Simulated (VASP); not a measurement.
**Li2S: electric field gradients with LDA**

Li2S:

```
CELL_PARAMETERS angstrom
0.00000 2.85400 2.82546
2.85400 0.00000 2.82546
2.85400 2.85400 0.00000
ATOMIC_POSITIONS crystal
Li 0.25000 0.25000 0.25000
Li 0.75000 0.75000 0.75000
S 0.00000 0.00000 0.00000
```

This cell differs from its parent crystal: zz strain of -1 %.

* Program: VASP 6.6.1
* Task: electric field gradients
* Functional: LDA
* Potentials or basis: VASP PAW LDA potentials, release 64 (Li_sv, S)
* Cutoff: 650 eV
* k mesh: 7 × 7 × 7
* Occupations: fermi-dirac, width 0.02 eV
* Spin: no spin polarisation
* Dipole correction: no
* Further INCAR settings: ALGO = Normal; EDIFF = 1e-08; NBANDS = 13

- Pressure: -2.8 GPa
- Band gap on the k mesh: 3.27 eV, indirect (least direct gap 4.07 eV)

Stress tensor (GPa, compression positive):
```
-2.99  0.00  0.00
 0.00 -2.99  0.00
 0.00  0.00 -2.33
```

Levels at points of the mesh, in eV from the valence-band top:
| k point | band 2 | band 3 | band 4 | band 5 | band 6 | band 7 | band 8 | band 9 | band 10 | band 11 |
| --- | --- | --- | --- | --- | --- | --- | --- | --- | --- | --- |
| (0.00, 0.00, 0.00) | -43.16 | -11.01 | -0.03 | -0.03 | 0.00 | 4.07 | 5.97 | 6.01 | 6.01 | 11.03 |

Electric field gradients, principal values (V/Å²):
```
atom   least  middle  greatest (by size)
1 Li  -0.027  -0.031               0.059
2 Li  -0.027  -0.031               0.059
 3 S   0.697   0.697              -1.394
```

It took 16 s on 1 thread of Intel(R) Xeon(R) 6975P-C (Granite Rapids) (shared host), peak memory 0.17 GiB.

Caveat: the cell differs from its parent crystal (zz strain of -1 %); without QUAD_EFG the Cq values of the log hold for a quadrupole moment of 1 mb, not for the nuclei. A k mesh can miss the band edges.
